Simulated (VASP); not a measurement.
The system is Ti3SbP.

```
Ti Sb P
1.0
     4.36225    0.00000    0.00000
     0.00000    4.36225    0.00000
     0.00000    0.00000    4.36225
Ti Sb P
3 1 1
Direct
  0.00000 0.50000 0.50000
  0.50000 0.00000 0.50000
  0.50000 0.50000 0.00000
  0.00000 0.00000 0.00000
  0.50000 0.50000 0.50000
```

The cell was generated, and may not be a known phase.

| Quantity | Value |
| --- | --- |
| Program | VASP 6.6.1 |
| Task | relaxation of cell and atoms |
| Functional | PBE |
| Potentials or basis | VASP PAW PBE potentials, release 64 (Ti_sv, Sb, P) |
| Cutoff | 600 eV |
| k mesh | 4 × 4 × 4 |
| Occupations | gaussian, width 0.1 eV |
| Spin | no spin polarisation |

At the start: pressure 19.3 GPa; volume 16.60 Å³/atom.

Question: Where does the relaxation end?

Answer: Over 3 steps the energy falls by 137.5 meV/atom and the volume is 19.22 Å³/atom (+15.8 %); space group Pm-3m (No. 221, to 0.1 Å) before and after.

The path:
| step | energy change (eV) | largest force (eV/Å) | pressure (GPa) | volume (Å³) |
| --- | --- | --- | --- | --- |
| 1 | 0.0000 | 0.0000 | 19.30 | 83.01 |
| 2 | -0.2073 | 0.0000 | -10.12 | 109.43 |
| 3 | -0.6877 | 0.0000 | -0.24 | 96.09 |

Final structure:
```
CELL_PARAMETERS angstrom
4.58025 0.00000 0.00000
0.00000 4.58025 0.00000
0.00000 0.00000 4.58025
ATOMIC_POSITIONS crystal
Ti 0.00000 0.50000 0.50000
Ti 0.50000 0.00000 0.50000
Ti 0.50000 0.50000 0.00000
Sb 0.00000 0.00000 0.00000
P 0.50000 0.50000 0.50000
```

Caveat: the k points lie up to 0.34 Å⁻¹ apart in the final cell; the volume moved by over 15 % at a fixed basis, so the end points are rough.
